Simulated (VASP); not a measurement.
# AlGaN2 (P-4m2) in VASP: further runs

The runs below take AlGaN2 through single point, with LDA.

All numbers are computed with VASP 6.6.1; they aren't measurements. Logs are shortened: lines on timing, memory, paths and dates and some standing lists are left out, and cuts for length are marked.

### Step 1. The cell of the first run

The structure is tetragonal, space group P-4m2 (No. 115). The conventional cell has a = 3.396 Å, b = 3.396 Å, c = 3.984 Å, α = 90.00°, β = 90.00°, γ = 90.00°. Al (site symmetry -4m2) has 4 N at 1.94 Å within 2.6 Å. Within 2.6 Å of Ga (site symmetry -4m2) lie 4 N at 2.00 Å. N (site symmetry 2mm) has 2 Al at 1.94 Å and 2 Ga at 2.00 Å within 2.6 Å.

### Step 2. Single point, LDA (volume 11.487 Å^3 an atom, c/a of the conventional cell 1.1731)

File INCAR:

```
PREC = Accurate
ENCUT = 520
EDIFF = 1E-7
ISMEAR = 0
SIGMA = 0.05
LREAL = F
LASPH = T
NELM = 100
ALGO = Normal
ISIF = 2
LWAVE = F
LCHARG = T
LELF = T
LVHAR = T
NBANDS = 21
```

File KPOINTS:

```
regular mesh
0
Gamma
  8 8 6
```

File POSCAR:

```
AlGaN2
1.0
    3.3960743725      0.0000000000      0.0000000000
    0.0000000000      3.3960743725      0.0000000000
    0.0000000000      0.0000000000      3.9839348464
Al Ga N
1 1 2
Direct
    0.5000000000      0.5000000000      0.5000000000
    0.0000000000      0.0000000000      0.0000000000
    0.5000000000      0.0000000000      0.7365216479
    0.0000000000      0.5000000000      0.2634783521
```

Potentials or basis: VASP PAW LDA potentials, release 64 (Al, Ga_d, N).

Command:

```
cat potpaw_LDA.64/Al/POTCAR potpaw_LDA.64/Ga_d/POTCAR potpaw_LDA.64/N/POTCAR > POTCAR
mpirun -np 1 vasp_std > vasp.out
```

OUTCAR:

```text
PREC = Accurate
   ENCUT = 520
   EDIFF = 1E-7
   ISMEAR = 0
   LREAL = F
   LASPH = T
   NELM = 100
   ISIF = 2

 ion  position               nearest neighbor table
   1  0.500  0.500  0.500-   3 1.94   4 1.94   3 1.94   4 1.94   2 3.12   2 3.12   2 3.12   2 3.12
                             2 3.12   2 3.12   2 3.12   2 3.12
   2  0.000  0.000  0.000-   3 2.00   4 2.00   4 2.00   3 2.00   1 3.12   1 3.12   1 3.12   1 3.12
                             1 3.12   1 3.12   1 3.12   1 3.12
   3  0.500  0.000  0.737-   1 1.94   1 1.94   2 2.00   2 2.00
   4  0.000  0.500  0.263-   1 1.94   1 1.94   2 2.00   2 2.00

  LATTYP: Found a simple tetragonal cell.
 ALAT       =     3.3960743725
 C/A-ratio  =     1.1731000000

  Lattice vectors:

 A1 = (   3.3960743725,   0.0000000000,   0.0000000000)
 A2 = (   0.0000000000,   3.3960743725,   0.0000000000)
 A3 = (   0.0000000000,   0.0000000000,   3.9839348464)

Analysis of symmetry for initial positions (statically):
=====================================================================
 Subroutine PRICEL returns:
 Original cell was already a primitive cell.

 Routine SETGRP: Setting up the symmetry group for a
 simple tetragonal supercell.

 Subroutine GETGRP returns: Found  8 space group operations
 (whereof  8 operations were pure point group operations)
 out of a pool of 16 trial point group operations.

The static configuration has the point symmetry D_2d.

Analysis of symmetry for dynamics (positions and initial velocities):
=====================================================================
 Subroutine PRICEL returns:
 Original cell was already a primitive cell.

 Routine SETGRP: Setting up the symmetry group for a
 simple tetragonal supercell.

 Subroutine GETGRP returns: Found  8 space group operations
 (whereof  8 operations were pure point group operations)
 out of a pool of 16 trial point group operations.

The dynamic configuration has the point symmetry D_2d.

 Subroutine INISYM returns: Found  8 space group operations
 (whereof  8 operations are pure point group operations),
 and found     1 'primitive' translations

----------------------------------------------------------------------------------------

                                     Primitive cell

  volume of cell :      45.9480

  direct lattice vectors                    reciprocal lattice vectors
     3.396074373  0.000000000  0.000000000     0.294457627  0.000000000  0.000000000
     0.000000000  3.396074373  0.000000000     0.000000000  0.294457627  0.000000000
     0.000000000  0.000000000  3.983934846     0.000000000  0.000000000  0.251008121

  length of vectors
     3.396074373  3.396074373  3.983934846     0.294457627  0.294457627  0.251008121

  position of ions in fractional coordinates (direct lattice)
     0.500000000  0.500000000  0.500000000
     0.000000000  0.000000000  0.000000000
     0.500000000  0.000000000  0.736521648
     0.000000000  0.500000000  0.263478352

  ion indices of the primitive-cell ions
   primitive index   ion index
                 1           1
                 2           2
                 3           3
                 4           4

----------------------------------------------------------------------------------------

 KPOINTS: regular mesh

Automatic generation of k-mesh.
 Grid dimensions read from file:
 generate k-points for:    8    8    6

 Generating k-lattice:

  Cartesian coordinates                     Fractional coordinates (reciprocal lattice)
     0.036807203  0.000000000  0.000000000     0.125000000  0.000000000  0.000000000
     0.000000000  0.036807203  0.000000000     0.000000000  0.125000000  0.000000000
     0.000000000  0.000000000  0.041834687     0.000000000  0.000000000  0.166666667

  Length of vectors
     0.036807203  0.036807203  0.041834687

  Shift w.r.t. Gamma in fractional coordinates (k-lattice)
     0.000000000  0.000000000  0.000000000

 Subroutine IBZKPT returns following result:
 ===========================================

 Found     60 irreducible k-points:

 Following reciprocal coordinates:
            Coordinates               Weight
  0.000000  0.000000  0.000000      1.000000
  0.125000  0.000000  0.000000      4.000000
  0.250000  0.000000  0.000000      4.000000
  0.375000  0.000000  0.000000      4.000000
  0.500000  0.000000  0.000000      2.000000
  0.125000  0.125000  0.000000      4.000000
[... 16 lines left out ...]
  0.375000  0.125000  0.166667     16.000000
  0.500000  0.125000  0.166667      8.000000
 [... further k-points ...]
   k-points           NKPTS =     60   k-points in BZ     NKDIM =     60   number of bands    NBANDS=     21
   number of dos      NEDOS =    301   number of ions     NIONS =      4
   total plane-waves  NPLWV =  23520
   dimension x,y,z NGX =    28 NGY =   28 NGZ =   30
   dimension x,y,z NGXF=    56 NGYF=   56 NGZF=   60
   ions per type =               1   1   2
   NGX,Y,Z   is equivalent  to a cutoff of  13.71, 13.71, 12.52 a.u.
   NGXF,Y,Z  is equivalent  to a cutoff of  27.41, 27.41, 25.04 a.u.
 SYSTEM =  unknown system
   PREC   = accura    normal or accurate (medium, high low for compatibility)
   ISTART =      0    job   : 0-new  1-cont  2-samecut
   ICHARG =      2    charge: 1-file 2-atom 10-const
   ISPIN  =      1    spin polarized calculation?
   LNONCOLLINEAR =      F non collinear calculations
   LSORBIT =      F    spin-orbit coupling
   LASPH  =      T    aspherical Exc in radial PAW
   ENCUT  =  520.0 eV  38.22 Ry    6.18 a.u.   6.31  6.31  7.41*2*pi/ulx,y,z
   NELM   =    100;   NELMIN=  2; NELMDL= -5     # of ELM steps
   EDIFF  = 0.1E-06   stopping-criterion for ELM
   LREAL  =      F    real-space projection
   EDIFFG = 0.1E-05   stopping-criterion for IOM
   NSW    =      0    number of steps for IOM
   IBRION =     -1    ionic relax: 0-MD 1-quasi-New 2-CG
   NFREE  =      0    steps in history (QN), initial steepest desc. (CG)
   ISIF   =      2    stress and relaxation
   ISYM   =      2    0-nonsym 1-usesym 2-fastsym
   POTIM  = 0.5000    time-step for ionic-motion
   TEBEG  =    0.0;   TEEND  =   0.0 temperature during run
   PSTRESS=    0.0 pullay stress
   NELECT =      26.0000    total number of electrons
   NUPDOWN=      -1.0000    fix difference up-down
   EMIN   =  10.00;   EMAX   =-10.00  energy-range for DOS
   EFERMI =   0.00;   METHOD = LEGACY
   ISMEAR =     0;   SIGMA  =   0.05  broadening in eV -4-tet -1-fermi 0-gaus
   EFERMI_NEDOS =   21; number of points for ismear=-14 and -15
   IALGO  =     38    algorithm
   IMIX   =      4    mixing-type and parameters
     AMIX     =   0.40;   BMIX     =  1.00
     AMIX_MAG =   1.60;   BMIX_MAG =  1.00
  volume/ion in A,a.u.               =      11.49        77.52
  Fermi-wavevector in a.u.,A,eV,Ry     =   1.354078  2.558837 24.946659  1.833528
  Thomas-Fermi vector in A             =   2.481280
   LORBIT       =      0    0 simple, 1 ext, 2 COOP (PROOUT), +10 PAW based schemes
   GGA     = CA    functional components
   LHFCALC =     F    Hartree Fock is set to
   AEXX    =    0.0000 exact exchange contribution
   IVDW    =     0    specifies the selected vdW correction
   LEPSILON=     F    determine dielectric tensor
   LRPA    =     F    only Hartree local field effects (RPA)
 non-spin polarized calculation
 Gauss-broadening in eV      SIGMA  =   0.05
  energy-cutoff  :      520.00
  volume of cell :       45.95
 maximum number of plane-waves:      1250
 NGX is ok and might be reduce to    28
   NGX = 13   NGY = 13   NGZ = 15

 number of electron      26.0000002 magnetization

 Free energy of the ion-electron system (eV)
  ---------------------------------------------------
  ext. energy  EPLUGINS =         0.00000000
  ---------------------------------------------------
  free energy    TOTEN  =       -29.84243785 eV

  energy without entropy =      -29.84243785  energy(sigma->0) =      -29.84243785

 E-fermi :   5.3450     XC(G=0): -11.5020

 val. band max:        5.1059593421   @ k =   0.0000   0.0000   0.0000
 cond. band min:       7.2867893797   @ k =   0.0000   0.0000   0.0000
 fundamental gap:      2.1808300376
 Fermi energy:         5.3450457797

 k-point     1 :       0.0000    0.0000    0.0000
  band No.  band energies     occupation
      1     -10.0506      2.00000
      2      -8.9866      2.00000
      3      -8.2886      2.00000
      4      -8.2886      2.00000
      5      -8.2552      2.00000
      6      -8.0867      2.00000
[... 13 lines left out ...]
     20      18.1935      0.00000
     21      18.1938      0.00000

 k-point     2 :       0.1250    0.0000    0.0000
  band No.  band energies     occupation
      1      -9.9381      2.00000
      2      -8.9827      2.00000
      3      -8.2872      2.00000
      4      -8.2717      2.00000
      5      -8.2484      2.00000
      6      -8.0941      2.00000
[... 13 lines left out ...]
     20      17.7562      0.00000
     21      17.8188      0.00000

 k-point     3 :       0.2500    0.0000    0.0000
  band No.  band energies     occupation
      1      -9.6430      2.00000
      2      -8.9823      2.00000
      3      -8.2839      2.00000
      4      -8.2340      2.00000
      5      -8.1786      2.00000
      6      -8.1118      2.00000
[... 13 lines left out ...]
     20      16.9310      0.00000
     21      17.2464      0.00000
[... 457 lines left out ...]
 k-point    23 :       0.3750    0.1250    0.1667
  band No.  band energies     occupation
      1      -9.2305      2.00000
      2      -8.9839      2.00000
      3      -8.2816      2.00000
      4      -8.1973      2.00000
      5      -8.1423      2.00000
      6      -7.7711      2.00000
[... 13 lines left out ...]
     20      17.1611      0.00000
     21      17.3821      0.00000

 k-point    24 :       0.5000    0.1250    0.1667
  band No.  band energies     occupation
      1      -9.1043      2.00000
      2      -9.0281      2.00000
      3      -8.2787      2.00000
      4      -8.1900      2.00000
      5      -8.1496      2.00000
      6      -7.3494      2.00000
[... 13 lines left out ...]
     20      17.0362      0.00000
     21      17.1373      0.00000

 [... further k-points ...]

------------------------ aborting loop because EDIFF is reached ----------------------------------------

  FORCE on cell =-STRESS in cart. coord.  units (eV):
  Direction    XX          YY          ZZ          XY          YZ          ZX
  --------------------------------------------------------------------------------------
  -------------------------------------------------------------------------------------
  Total       -6.0245313     -6.0245313     -1.1000855      0.0000000      0.0000000      0.0000000
  in kB     -210.0715490   -210.0715490    -38.3592777      0.0000000      0.0000000      0.0000000
  external PRESSURE =    -152.8341253 kB  Pullay stress =       0.0000000 kB

 VOLUME and BASIS-vectors are now :
 -----------------------------------------------------------------------------
  energy-cutoff  :      520.00
  volume of cell :       45.95
      direct lattice vectors                 reciprocal lattice vectors
     3.396074373  0.000000000  0.000000000     0.294457627  0.000000000  0.000000000
     0.000000000  3.396074373  0.000000000     0.000000000  0.294457627  0.000000000
     0.000000000  0.000000000  3.983934846     0.000000000  0.000000000  0.251008121

 POSITION                                       TOTAL-FORCE (eV/Angst)
 -----------------------------------------------------------------------------------
      1.69804      1.69804      1.99197        -0.000000     -0.000000      0.000000
      0.00000      0.00000      0.00000         0.000000      0.000000      0.000000
      1.69804      0.00000      2.93425        -0.000000      0.000000     -0.021245
      0.00000      1.69804      1.04968        -0.000000     -0.000000      0.021245
 -----------------------------------------------------------------------------------
    total drift:                               -0.000000     -0.000000     -0.000000

  FREE ENERGIE OF THE ION-ELECTRON SYSTEM (eV)
  ---------------------------------------------------
  free  energy   TOTEN  =       -29.8424378519 eV

  energy  without entropy=      -29.8424378519  energy(sigma->0) =      -29.84243785
```

Run time: 33 s. Hardware: 1 thread of Intel Xeon 6975P-C, shared host; peak memory 0.18 GiB.

What came out:

| Quantity | Value |
| --- | --- |
| Free energy | -29.8424 eV |
| Pressure | -15.3 GPa |
| Largest force | 0.021 eV/Å |
| Band gap on the k mesh | 2.18 eV, direct |

Forces on the atoms (eV/Å):
```
Al   0.000  0.000  0.000
Ga   0.000  0.000  0.000
N    0.000  0.000 -0.021
N    0.000  0.000  0.021
```

Stress tensor (GPa, compression positive):
```
-21.01   0.00   0.00
  0.00 -21.01   0.00
  0.00   0.00  -3.84
```

### Step 3. Single point, LDA (volume 11.487 Å^3 an atom, c/a of the conventional cell 1.6881)

File INCAR:

```
SYSTEM = AlGaN2
PREC     = Accurate       ! precision mode
ENCUT    = 520            ! plane-wave cutoff, eV
EDIFF    = 1E-7           ! SCF threshold, eV
ISMEAR   = 0              ! smearing method
SIGMA    = 0.05           ! smearing width, eV
LREAL    = .FALSE.        ! projectors in reciprocal space
LASPH    = .TRUE.         ! aspherical terms in the spheres
NELM     = 60             ! most SCF steps
ALGO     = Normal         ! electronic algorithm
ISIF     = 2              ! what is computed and relaxed
LWAVE    = .FALSE.        ! write WAVECAR
LCHARG   = .FALSE.        ! write CHGCAR
NBANDS   = 21             ! bands
```

File KPOINTS:

```
Automatic mesh
0
G
  8 8 6
  0 0 0
```

File POSCAR:

```
AlGaN2
1.0
    3.0080806836      0.0000000000      0.0000000000
    0.0000000000      3.0080806836      0.0000000000
    0.0000000000      0.0000000000      5.0779410019
Al Ga N
1 1 2
Direct
    0.5000000000      0.5000000000      0.5000000000
    0.0000000000      0.0000000000      0.0000000000
    0.5000000000      0.0000000000      0.7418095923
    0.0000000000      0.5000000000      0.2581904077
```

Potentials or basis: VASP PAW LDA potentials, release 64 (Al, Ga_d, N).

Command:

```
cat potpaw_LDA.64/Al/POTCAR potpaw_LDA.64/Ga_d/POTCAR potpaw_LDA.64/N/POTCAR > POTCAR
mpirun -np 1 vasp_std > vasp.out
```

It took 23 s on 1 thread of Intel Xeon 6975P-C, shared host; peak memory 0.18 GiB.

It converged, with:

```yaml
Free_energy: -29.6268 eV
Pressure: -14.3 GPa
Largest_force: 0.032 eV/Å
Band_gap_on_the_k_mesh: 1.89 eV, indirect (least direct gap 1.91 eV)
```

Forces in eV/Å, atoms in the order of the input:
```
Al   0.000  0.000  0.000
Ga   0.000  0.000  0.000
N    0.000  0.000 -0.032
N    0.000  0.000  0.032
```

Stress tensor (GPa, compression positive):
```
 -2.27   0.00   0.00
  0.00  -2.27   0.00
  0.00   0.00 -38.28
```

Levels at points of the mesh, in eV from the valence-band top:
```
           k point  band 9  band 10  band 11  band 12  band 13  band 14  band 15  band 16  band 17  band 18
(0.00, 0.00, 0.00)   -1.61    -1.61    -1.21    -0.02    -0.02     1.89     3.83     8.46     9.87    10.33
(0.50, 0.00, 0.00)   -4.95    -3.95    -3.86    -0.50    -0.21     6.09     6.36     7.27     8.25     8.91
(0.50, 0.50, 0.00)   -4.67    -2.95    -2.95    -2.89    -2.81     2.61     2.61     4.55     7.22    10.94
(0.00, 0.00, 0.50)   -3.92    -1.11    -1.11    -0.66    -0.66     4.38     4.66     6.56     8.93     9.96
(0.50, 0.00, 0.50)   -6.34    -1.89    -1.84    -0.49    -0.17     3.43     4.59     8.45     8.69     9.57
(0.50, 0.50, 0.50)   -4.32    -3.97    -3.43    -3.43    -3.38     4.80     4.80     7.12     7.65     7.65
```

(Part 1 of 2 ends here.)
